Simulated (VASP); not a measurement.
Here is a VASP 6.6.1 calculation.

POSCAR

```
Pb
1.0
    0.0000000000      2.4750200000      2.4750200000
    2.4750200000      0.0000000000      2.4750200000
    2.4750200000      2.4750200000      0.0000000000
Pb
1
Direct
    0.0000000000      0.0000000000      0.0000000000
```

The input INCAR.step1:

```
  PREC = Accurate
  ENCUT = 520
  ISMEAR = 0
  SIGMA = 0.1
  LREAL = F
  LASPH = T
  NELM = 60
  NBANDS = 13
  GGA = PE
  ALGO = Normal
  EDIFF = 1E-4
  LWAVE = T
  LCHARG = F
```

INCAR.step2

```
  PREC = Accurate
  ENCUT = 520
  EDIFF = 1E-6
  ISMEAR = 0
  SIGMA = 0.1
  LREAL = F
  LASPH = T
  NELM = 60
  ALGO = Normal
  ISIF = 2
  LWAVE = F
  LCHARG = F
  METAGGA = R2SCAN
  LMIXTAU = T
  NBANDS = 13
  ISTART = 1
```

Contents of KPOINTS:

```
regular mesh
0
Gamma
  6 6 6
```

Potentials or basis: VASP PAW PBE potentials, release 64 (Pb_d).

Run with:

```console
$ cat potpaw_PBE.64/Pb_d/POTCAR > POTCAR
$ cp INCAR.step1 INCAR
$ mpirun -np 1 vasp_std > vasp.out
$ cp INCAR.step2 INCAR
$ mpirun -np 1 vasp_std > vasp.out
```

(1) Estimate the band gap on the k mesh.

(2) Predict the pressure.

## Answers

(1) zero (band 7 reaches 14.97 eV, above the bottom of band 8 at 5.58 eV).

(2) 2.1 GPa.

Caveat: the k points lie up to 0.37 Å⁻¹ apart; the PAW data sets were made with another functional, which shifts forces and pressure a little; spin-orbit coupling is left out, which moves the levels of the heavy elements.
